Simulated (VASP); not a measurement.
# C (R-3m) in VASP: further runs

The runs below take C through single point, with PBEsol.

Program: VASP 6.6.1. These are calculated values, not measurements. Logs are shortened: lines on timing, memory, paths and dates and some standing lists are left out, and cuts for length are marked.

### 1 The cell of the first run

The structure is trigonal, space group R-3m (No. 166). The conventional cell has a = 2.456 Å, b = 2.456 Å, c = 10.292 Å, α = 90.00°, β = 90.00°, γ = 120.00°. Within 1.9 Å of C (site symmetry 3m) lie 3 C at 1.42 Å.

### 2 Single point, PBEsol (strain +0.000 along x and y, +0.025 along z)

The input, INCAR:

```
PREC     = Accurate       # precision mode
ENCUT    = 520            # plane-wave cutoff, eV
EDIFF    = 1E-7           # SCF threshold, eV
ISMEAR   = 0              # smearing method
SIGMA    = 0.05           # smearing width, eV
LREAL    = F              # projectors in reciprocal space
LASPH    = T              # aspherical terms in the spheres
NELM     = 80             # most SCF steps
ALGO     = Normal         # electronic algorithm
ISIF     = 2              # what is computed and relaxed
LWAVE    = F              # write WAVECAR
LCHARG   = F              # write CHGCAR
GGA      = PS             # functional
NBANDS   = 11             # bands
```

The input, KPOINTS:

```
Automatic mesh
0
Gamma
  15 15 15
```

The input, POSCAR:

```
C
1.0
    1.2280263465      0.7090013417      3.4306861104
   -1.2280263465      0.7090013417      3.4306861104
    0.0000000000     -1.4180026834      3.4306861104
C
2
Direct
    0.1640000000      0.1640000000      0.1640000000
    0.8360000000      0.8360000000      0.8360000000
```

Potentials or basis: VASP PAW PBE potentials, release 64 (C).

Started as:

```console
$ cat potpaw_PBE.64/C/POTCAR > POTCAR
$ mpirun -np 1 vasp_std > vasp.out
```

OUTCAR:

```text
PREC = Accurate
   ENCUT = 520
   EDIFF = 1E-7
   ISMEAR = 0
   LREAL = F
   LASPH = T
   NELM = 80
   ISIF = 2
   GGA = PS

 ion  position               nearest neighbor table
   1  0.164  0.164  0.164-   2 1.42   2 1.42   2 1.42
   2  0.836  0.836  0.836-   1 1.42   1 1.42   1 1.42

  LATTYP: Found a trigonal (rhomboedric) cell.
 ALAT       =     3.7121878722
 COS(alpha) =     0.7811303873

  Lattice vectors:

 A1 = (   1.2280263465,   0.7090013417,   3.4306861104)
 A2 = (  -1.2280263465,   0.7090013417,   3.4306861104)
 A3 = (   0.0000000000,  -1.4180026834,   3.4306861104)

Analysis of symmetry for initial positions (statically):
=====================================================================
 Subroutine PRICEL returns:
 Original cell was already a primitive cell.

 Routine SETGRP: Setting up the symmetry group for a
 trigonal (rhombohedral) supercell.

 Subroutine GETGRP returns: Found 12 space group operations
 (whereof 12 operations were pure point group operations)
 out of a pool of 12 trial point group operations.

The static configuration has the point symmetry D_3d.

Analysis of symmetry for dynamics (positions and initial velocities):
=====================================================================
 Subroutine PRICEL returns:
 Original cell was already a primitive cell.

 Routine SETGRP: Setting up the symmetry group for a
 trigonal (rhombohedral) supercell.

 Subroutine GETGRP returns: Found 12 space group operations
 (whereof 12 operations were pure point group operations)
 out of a pool of 12 trial point group operations.

The dynamic configuration has the point symmetry D_3d.

 Subroutine INISYM returns: Found 12 space group operations
 (whereof 12 operations are pure point group operations),
 and found     1 'primitive' translations

----------------------------------------------------------------------------------------

                                     Primitive cell

  volume of cell :      17.9220

  direct lattice vectors                    reciprocal lattice vectors
     1.228026347  0.709001342  3.430686110     0.407157388  0.235072428  0.097162294
    -1.228026347  0.709001342  3.430686110    -0.407157388  0.235072428  0.097162294
     0.000000000 -1.418002683  3.430686110     0.000000000 -0.470144855  0.097162294

  length of vectors
[... 82 lines left out ...]
   EDIFF  = 0.1E-06   stopping-criterion for ELM
   LREAL  =      F    real-space projection
   EDIFFG = 0.1E-05   stopping-criterion for IOM
   NSW    =      0    number of steps for IOM
   IBRION =     -1    ionic relax: 0-MD 1-quasi-New 2-CG
   NFREE  =      0    steps in history (QN), initial steepest desc. (CG)
   ISIF   =      2    stress and relaxation
   ISYM   =      2    0-nonsym 1-usesym 2-fastsym
   POTIM  = 0.5000    time-step for ionic-motion
   TEBEG  =    0.0;   TEEND  =   0.0 temperature during run
   PSTRESS=    0.0 pullay stress
   NELECT =       8.0000    total number of electrons
   NUPDOWN=      -1.0000    fix difference up-down
   EMIN   =  10.00;   EMAX   =-10.00  energy-range for DOS
   EFERMI =   0.00;   METHOD = LEGACY
   ISMEAR =     0;   SIGMA  =   0.05  broadening in eV -4-tet -1-fermi 0-gaus
   EFERMI_NEDOS =   21; number of points for ismear=-14 and -15
   IALGO  =     38    algorithm
   IMIX   =      4    mixing-type and parameters
     AMIX     =   0.40;   BMIX     =  1.00
     AMIX_MAG =   1.60;   BMIX_MAG =  1.00
  volume/ion in A,a.u.               =       8.96        60.47
  Fermi-wavevector in a.u.,A,eV,Ry     =   1.251149  2.364330 21.298217  1.565375
  Thomas-Fermi vector in A             =   2.385110
   LORBIT       =      0    0 simple, 1 ext, 2 COOP (PROOUT), +10 PAW based schemes
   GGA     = PS    functional components
   LHFCALC =     F    Hartree Fock is set to
   AEXX    =    0.0000 exact exchange contribution
   IVDW    =     0    specifies the selected vdW correction
   LEPSILON=     F    determine dielectric tensor
   LRPA    =     F    only Hartree local field effects (RPA)
 non-spin polarized calculation
 Gauss-broadening in eV      SIGMA  =   0.05
  energy-cutoff  :      520.00
  volume of cell :       17.92
 maximum number of plane-waves:       499
   NGX = 13   NGY = 13   NGZ = 13

 number of electron       8.0000000 magnetization

 Free energy of the ion-electron system (eV)
  ---------------------------------------------------
  ext. energy  EPLUGINS =         0.00000000
  ---------------------------------------------------
  free energy    TOTEN  =       -19.26333058 eV

  energy without entropy =      -19.26333058  energy(sigma->0) =      -19.26333058

 E-fermi :   4.4695     XC(G=0): -10.4162

 val. band max:        4.1352432110   @ k =  -0.3333   0.3333   0.0000
 cond. band min:       4.8016657121   @ k =  -0.3333   0.3333   0.0000
 fundamental gap:      0.6664225011
 Fermi energy:         4.4694669736

 k-point     1 :       0.0000    0.0000    0.0000
  band No.  band energies     occupation
      1     -15.2062      2.00000
      2      -2.2793      2.00000
      3       1.5325      2.00000
      4       1.5325      2.00000
      5       8.2421      0.00000
      6      12.8762      0.00000
      7      12.8762      0.00000
      8      16.0325      0.00000
      9      17.4519      0.00000
     10      27.0073      0.00000
     11      29.3197      0.00000
[... 309 lines left out ...]
 k-point    24 :       0.2000    0.1333   -0.0000
  band No.  band energies     occupation
      1     -14.4337      2.00000
      2      -1.6835      2.00000
      3      -0.8560      2.00000
      4       0.1055      2.00000
      5       9.6698      0.00000
      6      13.1636      0.00000
      7      13.7530      0.00000
      8      15.2434      0.00000
      9      18.9953      0.00000
     10      25.0940      0.00000
     11      28.9568      0.00000

 [... further k-points ...]
[... 5 lines left out ...]
  --------------------------------------------------------------------------------------
  -------------------------------------------------------------------------------------
  Total        0.2659158      0.2659158      0.0109999      0.0000000     -0.0000000      0.0000000
  in kB       23.7721137     23.7721137      0.9833639      0.0000000     -0.0000000      0.0000000
  external PRESSURE =      16.1758637 kB  Pullay stress =       0.0000000 kB

 VOLUME and BASIS-vectors are now :
 -----------------------------------------------------------------------------
  energy-cutoff  :      520.00
  volume of cell :       17.92
      direct lattice vectors                 reciprocal lattice vectors
     1.228026347  0.709001342  3.430686110     0.407157388  0.235072428  0.097162294
    -1.228026347  0.709001342  3.430686110    -0.407157388  0.235072428  0.097162294
     0.000000000 -1.418002683  3.430686110     0.000000000 -0.470144855  0.097162294

 POSITION                                       TOTAL-FORCE (eV/Angst)
 -----------------------------------------------------------------------------------
      0.00000      0.00000      1.68790         0.000000      0.000000      0.893291
      0.00000      0.00000      8.60416         0.000000     -0.000000     -0.893291
 -----------------------------------------------------------------------------------
    total drift:                                0.000000     -0.000000      0.000000

  FREE ENERGIE OF THE ION-ELECTRON SYSTEM (eV)
  ---------------------------------------------------
  free  energy   TOTEN  =       -19.2633305766 eV

  energy  without entropy=      -19.2633305766  energy(sigma->0) =      -19.26333058
```

OSZICAR:

```text
N       E                     dE             d eps       ncg     rms          rms(c)
DAV:   1     0.605810501215E+01    0.60581E+01   -0.45570E+03  7728   0.663E+02
DAV:   2    -0.198272375009E+02   -0.25885E+02   -0.24413E+02  9819   0.131E+02
DAV:   3    -0.204664856701E+02   -0.63925E+00   -0.63802E+00  9565   0.176E+01
DAV:   4    -0.204688597042E+02   -0.23740E-02   -0.23739E-02  8678   0.133E+00
DAV:   5    -0.204688691583E+02   -0.94541E-05   -0.94539E-05  9791   0.776E-02    0.643E+00
DAV:   6    -0.195523813498E+02    0.91649E+00   -0.77474E-01  8825   0.508E+00    0.371E+00
DAV:   7    -0.192611363846E+02    0.29124E+00   -0.86223E-01  9078   0.541E+00    0.977E-01
DAV:   8    -0.192635532601E+02   -0.24169E-02   -0.21835E-02  8424   0.937E-01    0.130E-01
DAV:   9    -0.192632765063E+02    0.27675E-03   -0.64478E-04  9125   0.158E-01    0.599E-02
DAV:  10    -0.192633298736E+02   -0.53367E-04   -0.13085E-04  8731   0.762E-02    0.278E-02
DAV:  11    -0.192633302820E+02   -0.40840E-06   -0.61111E-06  9160   0.143E-02    0.638E-03
DAV:  12    -0.192633306197E+02   -0.33770E-06   -0.41366E-07  8662   0.431E-03    0.174E-03
DAV:  13    -0.192633305766E+02    0.43123E-07   -0.80124E-08  9316   0.172E-03
   1 F= -.19263331E+02 E0= -.19263331E+02  d E =-.911624E-23
```

stdout:

```text
POSCAR found type information on POSCAR C
 POSCAR found :  1 types and       2 ions
 scaLAPACK will be used
 -----------------------------------------------------------------------------
|                                                                             |
|                                                                             |
|     You enforced a specific xc type in the INCAR file but a different       |
|     I HOPE YOU KNOW WHAT YOU ARE DOING!                                     |
|                                                                             |
 -----------------------------------------------------------------------------

 LDA part: xc-table for (Slater+PW92), standard interpolation
 POSCAR, INCAR and KPOINTS ok, starting setup
 FFT: planning ... GRIDC
 FFT: planning ... GRID_SOFT
 FFT: planning ... GRID
 WAVECAR not read
 entering main loop
```

Wall time 2.7 min (1 thread of Intel Xeon 8259CL, shared host); peak memory 0.19 GiB.

Results:

- Free energy: -19.2633 eV
- Pressure: 1.6 GPa
- Largest force: 0.893 eV/Å

Forces in eV/Å, atoms in the order of the input:
```
C    0.000  0.000  0.893
C    0.000  0.000 -0.893
```

Caveat: the cell differs from its parent crystal (strain +0.000 along x and y, +0.025 along z); this functional lacks dispersion, which binds the layers, so the pressure and a relaxed spacing across them are unreliable; the PAW data sets were made with another functional, which shifts forces and pressure a little.

### 3 Single point, PBEsol (strain +0.050 along x and y, -0.050 along z)

The input, INCAR:

```
PREC = Accurate
ENCUT = 520
EDIFF = 1E-7
ISMEAR = 0
SIGMA = 0.05
LREAL = F
LASPH = T
NELM = 80
ALGO = Normal
ISIF = 2
LWAVE = F
LCHARG = T
GGA = PS
LELF = T
LVHAR = T
NBANDS = 11
```

KPOINTS is that of step 2.

The input, POSCAR:

```
C
1.0
    1.2894276638      0.7444514088      3.1796602974
   -1.2894276638      0.7444514088      3.1796602974
    0.0000000000     -1.4889028176      3.1796602974
C
2
Direct
    0.1640000000      0.1640000000      0.1640000000
    0.8360000000      0.8360000000      0.8360000000
```

Potentials or basis: VASP PAW PBE potentials, release 64 (C).

Started as:

```console
$ cat potpaw_PBE.64/C/POTCAR > POTCAR
$ mpirun -np 1 vasp_std > vasp.out
```

It took 2.5 min on 1 thread of Intel Xeon 8259CL, shared host; peak memory 0.19 GiB.

Results (log left out):

| Property | Result |
| --- | --- |
| Free energy | -18.9706 eV |
| Pressure | -32.8 GPa |
| Largest force | 0.766 eV/Å |

Forces in eV/Å, atoms in the order of the input:
```
C    0.000  0.000  0.766
C    0.000  0.000 -0.766
```

Stress tensor (GPa, compression positive):
```
-50.73   0.00   0.00
  0.00 -50.73   0.00
  0.00   0.00   2.95
```

Caveat: the cell differs from its parent crystal (strain +0.050 along x and y, -0.050 along z); the cell stands under tension; this functional lacks dispersion, which binds the layers, so the pressure and a relaxed spacing across them are unreliable; the PAW data sets were made with another functional, which shifts forces and pressure a little.

### 4 Single point, PBEsol (strain +0.025 along x and y, +0.000 along z)

The input, INCAR:

```
SYSTEM = C
PREC = Accurate
ENCUT = 520
EDIFF = 1E-6
ISMEAR = 0
SIGMA = 0.05
LREAL = .FALSE.
LASPH = .TRUE.
NELM = 100
ALGO = Normal
ISIF = 2
LWAVE = .FALSE.
LCHARG = .TRUE.
GGA = PS
LELF = .TRUE.
LVHAR = .TRUE.
NBANDS = 11
```

The input, KPOINTS:

```
Automatic mesh
0
G
  15 15 15
  0 0 0
```

The input, POSCAR:

```
C
1.0
    1.2587270051      0.7267263753      3.3470108394
   -1.2587270051      0.7267263753      3.3470108394
    0.0000000000     -1.4534527505      3.3470108394
C
2
Direct
    0.1640000000      0.1640000000      0.1640000000
    0.8360000000      0.8360000000      0.8360000000
```

Started as:

```console
$ cat potpaw_PBE.64/C/POTCAR > POTCAR
$ mpirun -np 1 vasp_std > vasp.out
```

Run time: 2.1 min. Hardware: 1 thread of Intel Xeon 8259CL, shared host; peak memory 0.19 GiB.

Results (log left out):

| Item | Value |
| --- | --- |
| Free energy | -19.1939 eV |
| Pressure | -17.1 GPa |
| Largest force | 0.860 eV/Å |

Forces on the atoms (eV/Å):
```
C    0.000  0.000  0.860
C    0.000  0.000 -0.860
```

Stress tensor (GPa, compression positive):
```
-26.00   0.00   0.00
  0.00 -26.00   0.00
  0.00   0.00   0.81
```

Caveat: the cell differs from its parent crystal (strain +0.025 along x and y, +0.000 along z); the cell stands under tension; this functional lacks dispersion, which binds the layers, so the pressure and a relaxed spacing across them are unreliable; the PAW data sets were made with another functional, which shifts forces and pressure a little.

### 5 Summary

| cell | pressure (GPa) | largest force (eV/Å) |
| --- | --- | --- |
| a = 3.712 Å, angles 38.6°, 2 atoms | 1.6 | 0.89 |
| a = 3.511 Å, angles 43.1°, 2 atoms | -32.8 | 0.77 |
| a = 3.649 Å, angles 40.4°, 2 atoms | -17.1 | 0.86 |

Alike in all rows: task single point; level PBEsol; potentials or basis VASP PAW PBE potentials, release 64 (C); no spin polarisation; k mesh 15 × 15 × 15; cutoff (eV) 520; smearing gaussian 0.05 eV.

Caveats: this functional lacks dispersion, which binds the layers, so the pressure and a relaxed spacing across them are unreliable; the PAW data sets were made with another functional, which shifts forces and pressure a little; the cell stands under tension (at least some runs).

Total energies depend on the potentials used, so only differences within one code and one set of settings carry meaning.
